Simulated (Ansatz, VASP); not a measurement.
# One calculation of NaCl, two programs

Contents of INCAR:

```
PREC = Accurate
ENCUT = 520
EDIFF = 1E-6
ISMEAR = 0
SIGMA = 0.05
LREAL = F
LASPH = T
NELM = 80
ALGO = Normal
ISIF = 2
LWAVE = F
LCHARG = T
GGA = PS
LELF = T
LVHAR = T
NBANDS = 14
```

KPOINTS

```
regular mesh
0
Gamma
  6 6 6
```

File POSCAR:

```
NaCl
1.0
    3.2220148000      0.0000000000      0.0000000000
    0.0000000000      3.2220148000      0.0000000000
    0.0000000000      0.0000000000      3.2220148000
Na Cl
1 1
Direct
    0.0000000000      0.0000000000      0.0000000000
    0.5000000000      0.5000000000      0.5000000000
```

Input for Ansatz:

```yaml
crystal:
  lattice:
    - [3.2220148, 0.0, 0.0]
    - [0.0, 3.2220148, 0.0]
    - [0.0, 0.0, 3.2220148]
  atoms:
    - { symbol: Na, position: [0.0, 0.0, 0.0] }
    - { symbol: Cl, position: [0.5, 0.5, 0.5] }
basis:
  ecutwfc: 420
kpoints:
  mp_grid: { grid: [6, 6, 6] }
hamiltonian:
  xc: pbesol
scf:
  occupations: { method: gaussian, width: 0.05 }
output:
  forces: true
  stress: true
  eigenvalues: true
```

Change from the starting cell: strain -0.080 along x and y, -0.080 along z, atoms carried along.

Alike in both runs: task single point; functional PBEsol; k mesh 6 × 6 × 6; occupations gaussian, width 0.05 eV; no spin polarisation.

|  | VASP | Ansatz |
| --- | --- | --- |
| version | VASP 6.6.1 | Ansatz 0.2.0 |
| potentials or method | VASP PAW PBE potentials, release 64 (Na_pv, Cl), cutoff 520 eV | scalar-relativistic, plane waves, PAW |
| valence electrons in the cell | 14 | 16 |

Ansatz gave:

```
gap on the k mesh at the Fermi level (eV) : 4.82
least direct gap on the mesh (eV)         : 5.17
pressure (GPa)                            : 9.4
```

Question: Estimate VASP's values.

Answer: gap on the k mesh at the Fermi level (eV): 4.82; least direct gap on the mesh (eV): 5.20; pressure (GPa): 9.4.

VASP's potentials were made for PBE, not for PBEsol. The functional is the same, so the differences come from potentials, cutoffs and numerics. VASP's potentials hold 14 valence electrons a cell and Ansatz's 16, so a difference there can come from the potentials and not from the codes.
